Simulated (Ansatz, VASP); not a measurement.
CsSrF3: VASP beside Ansatz

Contents of INCAR:

```
SYSTEM = CsSrF3
PREC = Accurate ; ENCUT = 520
EDIFF = 1E-7 ; ISMEAR = 0
SIGMA = 0.05 ; LREAL = .False.
LASPH = .True. ; NELM = 80
ALGO = Normal ; ISIF = 2
LWAVE = .False. ; LCHARG = .True.
GGA = CA ; LELF = .True.
LVHAR = .True. ; NBANDS = 28
```

Contents of KPOINTS:

```
regular mesh
0
Gamma
  6 6 6
  0 0 0
```

File POSCAR:

```
CsSrF3
1.0
    4.6203495997      0.0000000000      0.0000000000
    0.0000000000      4.6203495997      0.0000000000
    0.0000000000      0.0000000000      4.7632470100
Cs Sr F
1 1 3
Direct
    0.0000000000      0.0000000000      0.0000000000
    0.5000000000      0.5000000000      0.5000000000
    0.0000000000      0.5000000000      0.5000000000
    0.5000000000      0.0000000000      0.5000000000
    0.5000000000      0.5000000000      0.0000000000
```

Input for Ansatz:

```yaml
crystal:
  lattice:
    - [4.6203495997, 0.0, 0.0]
    - [0.0, 4.6203495997, 0.0]
    - [0.0, 0.0, 4.76324701]
  atoms:
    - { symbol: Cs, position: [0.0, 0.0, 0.0] }
    - { symbol: Sr, position: [0.5, 0.5, 0.5] }
    - { symbol: F, position: [0.0, 0.5, 0.5] }
    - { symbol: F, position: [0.5, 0.0, 0.5] }
    - { symbol: F, position: [0.5, 0.5, 0.0] }
basis:
  ecutwfc: 420
kpoints:
  mp_grid: { grid: [6, 6, 6] }
hamiltonian:
  xc: lda
scf:
  occupations: { method: gaussian, width: 0.05 }
output:
  forces: true
  stress: true
  eigenvalues: true
```

Change from the starting cell: strain -0.030 along x and y, +0.000 along z, atoms carried along.

Alike in both runs: task single point; functional LDA; k mesh 6 × 6 × 6; occupations gaussian, width 0.05 eV; no spin polarisation.

```csv
,VASP,Ansatz
version,VASP 6.6.1,Ansatz 0.2.0
potentials or method,"VASP PAW LDA potentials, release 64 (Cs_sv, Sr_sv, F), cutoff 520 eV","scalar-relativistic, plane waves, PAW"
valence electrons in the cell,40,40
```

Ansatz gave:

```
gap on the k mesh at the Fermi level (eV)                     : 6.24
least direct gap on the mesh (eV)                             : 6.24
pressure (GPa)                                                : -0.5
traceless stress, the component that is largest in VASP (GPa) : -1.80
```

Q: Estimate VASP's values.

A: gap on the k mesh at the Fermi level (eV): 6.21; least direct gap on the mesh (eV): 6.21; pressure (GPa): -0.2; traceless stress, the component that is largest in VASP (GPa): -1.90.

LDA's correlation is that of Perdew and Zunger in VASP and of Perdew and Wang (1992) in Ansatz.

Spin-orbit coupling is off throughout.
